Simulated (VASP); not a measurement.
Runs of VASP 6.6.1 on MgTe4. The structure is that of space group R-3m (No. 166), or close to it. The cells are those of the table. 

```tsv
task	cell	k mesh	cutoff (eV)	gap on the mesh (eV)	pressure (GPa)	relaxed volume (Å³/atom)
relaxation of cell and atoms	relaxed from a = 5.943 Å, angles 67.5°, 5 atoms	3 × 3 × 3	600	none	0.0	(a)
single point	a = 5.943 Å, angles 67.5°, 5 atoms	3 × 3 × 3	520	none	-1.2	-
single point	a = 5.863 Å, angles 67.9°, 5 atoms	3 × 3 × 3	520	none	-0.1	-
single point	a = 5.849 Å, angles 68.9°, 5 atoms	6 × 6 × 6	520	none	-0.1	-
relaxation of cell and atoms	relaxed from a = 5.863 Å, angles 67.9°, 5 atoms	6 × 6 × 6	600	none	0.0	33.47
```

Alike in all rows: level PBE; potentials or basis VASP PAW PBE potentials, release 64 (Mg, Te); no spin polarisation; smearing gaussian 0.1 eV.

Question: Fill in the values left out.

Answer: (a) 33.21.

Caveats: some runs use coarse meshes; spin-orbit coupling is left out, which moves the levels of the heavy elements.

A k mesh can miss the band edges, and the runs leave out spin-orbit coupling on Te.

A gap of «none» marks levels without a gap at the run's occupations.
